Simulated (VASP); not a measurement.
Mg, 4 atoms in the cell. Symmetry: P6_3/mmc, No. 194, hexagonal system. Conventional cell: a = 3.156 Å, b = 3.156 Å, c = 10.250 Å, α = 90.00°, β = 90.00°, γ = 120.00°. Mg (site symmetry -6m2) has 12 Mg at 3.14 to 3.16 Å within 4.1 Å. Mg (site symmetry -3m) has 12 Mg at 3.14 to 3.16 Å within 4.1 Å. 

| Property | Result |
| --- | --- |
| Program | VASP 6.6.1 |
| Task | single point |
| Functional | PBEsol |
| Potentials or basis | VASP PAW PBE potentials, release 64 (Mg) |
| Cutoff | 520 eV |
| k mesh | 10 × 10 × 3 |
| Occupations | fermi-dirac, width 0.05 eV |
| Spin | no spin polarisation |
| Dipole correction | no |
| Further INCAR settings | ALGO = Fast; EDIFF = 1e-06; NBANDS = 12 |

Potentials or basis: VASP PAW PBE potentials, release 64 (Mg).

Command:

```sh
$ cat potpaw_PBE.64/Mg/POTCAR > POTCAR
$ mpirun -np 1 vasp_std > vasp.out
```

Hardware: 1 thread of Intel Xeon 6975P-C, on a shared host.

Problem. How long does it take, and how much memory?

Solution. Wall time 44 s on 1 thread of Intel Xeon 6975P-C, with other jobs on the host, peak memory 0.2 GiB. Counts: scf iterations 10, k points 28.
